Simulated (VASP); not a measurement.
Wanted: the native input for a VASP 6.6.1 run.

* Task: single point
* Functional: revPBE
* Potentials or basis: VASP PAW PBE potentials, release 64 (Pd)
* Cutoff: 520 eV
* k mesh: 12 × 12 × 12
* Occupations: fermi-dirac, width 0.05 eV
* Spin: no spin polarisation
* Dipole correction: no
* Further INCAR settings: ALGO = Normal; EDIFF = 1e-06; NBANDS = 11

The structure of Pd lies in POSCAR:

```
Pd
1.0
    0.0000000000      1.9465000000      1.9465000000
    1.9465000000      0.0000000000      1.9465000000
    1.9465000000      1.9465000000      0.0000000000
Pd
1
Direct
    0.0000000000      0.0000000000      0.0000000000
```

The input as run:

INCAR

```
ALGO     = Normal         # electronic algorithm
EDIFF    = 1E-6           # SCF threshold, eV
ENCUT    = 520            # plane-wave cutoff, eV
GGA      = RE             # functional
ISIF     = 2              # what is computed and relaxed
ISMEAR   = -1             # smearing method
LASPH    = True           # aspherical terms in the spheres
LCHARG   = True           # write CHGCAR
LELF     = True           # ELF
LREAL    = False          # projectors in reciprocal space
LVHAR    = True         
LWAVE    = False          # write WAVECAR
NBANDS   = 11             # bands
NELM     = 100            # most SCF steps
PREC     = Accurate       # precision mode
SIGMA    = 0.05           # smearing width, eV
```

KPOINTS

```
k-points
0
Gamma
  12 12 12
```

Potentials or basis: VASP PAW PBE potentials, release 64 (Pd).

Launch:

```bash
$ cat potpaw_PBE.64/Pd/POTCAR > POTCAR
$ mpirun -np 1 vasp_std > vasp.out
```

Results of the run:

The pressure is 10.1 GPa and the band gap on the k mesh is zero (band 5 reaches 10.13 eV, above the bottom of band 6 at 8.55 eV).

Caveat: the PAW data sets were made with another functional, which shifts forces and pressure a little.

It took 16 s on 1 thread of AMD EPYC 7R13, on a shared host, peak memory 0.1 GiB.
